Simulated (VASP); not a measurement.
KTaO3, 5 atoms in the cell. Symmetry: Pm-3m, No. 221, cubic system. The conventional cell has a = 3.990 Å, b = 3.990 Å, c = 3.990 Å, α = 90.00°, β = 90.00°, γ = 90.00°. K (site symmetry m-3m) has 12 O at 2.82 Å and 8 Ta at 3.46 Å within 3.7 Å. Ta (site symmetry m-3m) has 6 O at 2.00 Å within 2.6 Å. O (site symmetry 4/mmm) has 2 Ta at 2.00 Å within 2.6 Å. 

- Program: VASP 6.6.1
- Task: single point
- Functional: HSE06
- Potentials or basis: VASP PAW PBE potentials, release 64 (K_sv, Ta_pv, O)
- Cutoff: 520 eV
- k mesh: 4 × 4 × 4
- Occupations: gaussian, width 0.01 eV
- Spin: no spin polarisation
- Dipole correction: no
- Grid for exact exchange (PRECFOCK): Fast
- Further INCAR settings: ALGO = Normal; EDIFF = 1e-06; NBANDS = 27
- Share of exact exchange: 0.25
- Screening parameter: 0.2079 1/Å

Potentials or basis: VASP PAW PBE potentials, release 64 (K_sv, Ta_pv, O).

The run is started by

```console
$ cat potpaw_PBE.64/K_sv/POTCAR potpaw_PBE.64/Ta_pv/POTCAR potpaw_PBE.64/O/POTCAR > POTCAR
$ cp INCAR.step1 INCAR
$ mpirun -np 1 vasp_std > vasp.out
$ cp INCAR.step2 INCAR
$ mpirun -np 1 vasp_std > vasp.out
```

Hardware: 1 thread of Intel(R) Xeon(R) Platinum 8259CL CPU @ 2.50GHz (Skylake/Cascade Lake), on a shared host.

Question: Estimate the wall time of this run.

Answer: It took 10 min on 1 thread of Intel(R) Xeon(R) Platinum 8259CL CPU @ 2.50GHz (Skylake/Cascade Lake), with other jobs on the host, peak memory 0.29 GiB. Counts: k points 10.
